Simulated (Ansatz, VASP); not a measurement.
# Mo in VASP and in Ansatz

Contents of INCAR:

```
SYSTEM = Mo
PREC = Accurate
ENCUT = 600
EDIFF = 1E-6
ISMEAR = -1
SIGMA = 0.1
LREAL = .FALSE.
LASPH = .TRUE.
NELM = 100
ALGO = Normal
ISIF = 3
LWAVE = .FALSE.
LCHARG = .FALSE.
GGA = B5
ALDAX = 1.0
AGGAX = 1.0
AGGAC = 1.0
ALDAC = 0.0
IBRION = 2
NSW = 80
EDIFFG = -0.01
```

Contents of KPOINTS:

```
regular mesh
0
G
  10 10 10
  0 0 0
```

File POSCAR:

```
Mo
1.0
    0.0000000000      2.7608283082      2.7608283082
    2.7608283082      0.0000000000      2.7608283082
    2.7608283082      2.7608283082      0.0000000000
Mo
2
Direct
    0.1250000000      0.1250000000      0.1250000000
    0.8750000000      0.8750000000      0.8750000000
```

Input for Ansatz:

```yaml
crystal:
  lattice:
    - [0.0, 2.7608283082, 2.7608283082]
    - [2.7608283082, 0.0, 2.7608283082]
    - [2.7608283082, 2.7608283082, 0.0]
  atoms:
    - { symbol: Mo, position: [0.125, 0.125, 0.125] }
    - { symbol: Mo, position: [0.875, 0.875, 0.875] }
hamiltonian:
  xc: blyp
  pseudopotentials:
    kind: paw
    azcp:
      Mo: "pseudopotentials/Mo.paw.azcp"
basis:
  ecutwfc: 420
  fft_grid_basis: typed
kpoints:
  mp_grid: { grid: [10, 10, 10], shift: [0, 0, 0] }
magnetization:
  spin_polarized: false
scf:
  occupations: { method: fermi_dirac, width: 0.1 }
relax:
  max_steps: 60
  f_tol: 0.01
  cell: {}
```

Alike in both runs: task relaxation of cell and atoms; functional BLYP; k mesh 10 × 10 × 10; occupations fermi-dirac, width 0.1 eV; no spin polarisation.

|  | VASP | Ansatz |
| --- | --- | --- |
| version | VASP 6.6.1 | Ansatz 0.2.0 |
| potentials or method | VASP PAW PBE potentials, release 64 (Mo_sv), cutoff 600 eV | plane waves (420 eV) with PAW, scalar-relativistic |
| valence electrons in the cell | 28 | 28 |

Ansatz gave:

| Property | Result |
| --- | --- |
| relaxed volume (Å³/atom) | 24.26 |
| relaxed cell length with the largest relative difference (Å) | 4.094 |

What did VASP give for the same quantities?

Relaxed volume (Å³/atom): 24.38; relaxed cell length with the largest relative difference (Å): 4.101.

VASP's potentials were made for PBE, not for BLYP.

Noted on VASP's run: the volume moved by over 15 % at a fixed basis, so the end points are rough.
